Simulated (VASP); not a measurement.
Here is a VASP 6.6.1 calculation.

Contents of INCAR:

```
SYSTEM = BN
  PREC = Accurate
  ENCUT = 520
  EDIFF = 1E-7
  ISMEAR = 0
  SIGMA = 0.01
  LREAL = .FALSE.
  LASPH = .TRUE.
  NELM = 60
  ALGO = Normal
  ISIF = 2
  LWAVE = .FALSE.
  LCHARG = .FALSE.
  GGA = PS
  NBANDS = 16
```

KPOINTS

```
regular mesh
0
G
  15 15 8
  0 0 0
```

The input POSCAR:

```
BN
1.0
    2.5405660762      0.0000000000      0.0000000000
   -1.2702830381      2.2001947620      0.0000000000
    0.0000000000      0.0000000000      4.2026526748
B N
2 2
Direct
    0.3333333333      0.6666666667     -0.0002364951
    0.6666666667      0.3333333333      0.4997635049
    0.3333333333      0.6666666667      0.3742364951
    0.6666666667      0.3333333333      0.8742364951
```

Potentials or basis: VASP PAW PBE potentials, release 64 (B, N).

Command:

```console
$ cat potpaw_PBE.64/B/POTCAR potpaw_PBE.64/N/POTCAR > POTCAR
$ mpirun -np 1 vasp_std > vasp.out
```

Problem. What does it give for the largest force?

Solution. 0.004 eV/Å.

Problem. Predict the band gap on the k mesh.

Solution. 4.95 eV, indirect (least direct gap 8.21 eV).

Problem. Estimate the pressure.

Solution. 0.8 GPa.

Forces in eV/Å, atoms in the order of the input:
```
B    0.000  0.000  0.004
B    0.000  0.000  0.004
N    0.000  0.000 -0.004
N    0.000  0.000 -0.004
```

Caveat: the PAW data sets were made with another functional, which shifts forces and pressure a little. As with any semilocal functional, this PBEsol gap is likely too small.
